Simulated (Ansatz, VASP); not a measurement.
One calculation of Ti3NO2, two programs

```xyz
6
Lattice="4.9488 0.0000 0.0000 -2.4744 4.2858 0.0000 0.0000 0.0000 2.7689" Properties=species:S:1:pos:R:3 pbc="T T T"
Ti   -1.6667    2.8869    0.0000
Ti    3.3335    0.0000    0.0000
Ti    0.8077    1.3990    0.0000
N     0.0000    0.0000    1.3844
O     2.4744    1.4286    1.3844
O     0.0000    2.8572    1.3844
```

Alike in both runs: task single point; functional PBE; k mesh 12 × 12 × 14; occupations gaussian, width 0.1 eV; no spin polarisation; Hubbard terms Ti d U = 4.0 eV.

|  | VASP | Ansatz |
| --- | --- | --- |
| version | VASP 6.6.1 | Ansatz 0.2.0 |
| potentials or method | VASP PAW PBE potentials, release 64 (Ti_sv, N, O), cutoff 520 eV | scalar-relativistic, plane waves, PAW |
| valence electrons in the cell | 53 | 53 |

```csv
,VASP,Ansatz,Ansatz less VASP
gap on the k mesh at the Fermi level (eV),none,none,-
pressure (GPa),12.5,6.7,-5.84
"traceless stress, the component that is largest in VASP (GPa)",0.74,-2.78,-3.523
rms of the force components (eV/Å),0.029,0.025,-0.0039
```

The programs project onto different local orbitals, so the same U acts differently, and such runs can settle in different states. Atom by atom the forces differ by 0.055 eV/Å (rms over components). A gap of «none» marks a metal or a gap that the smearing closes. Ansatz's warnings: filled band counts differ across k points.
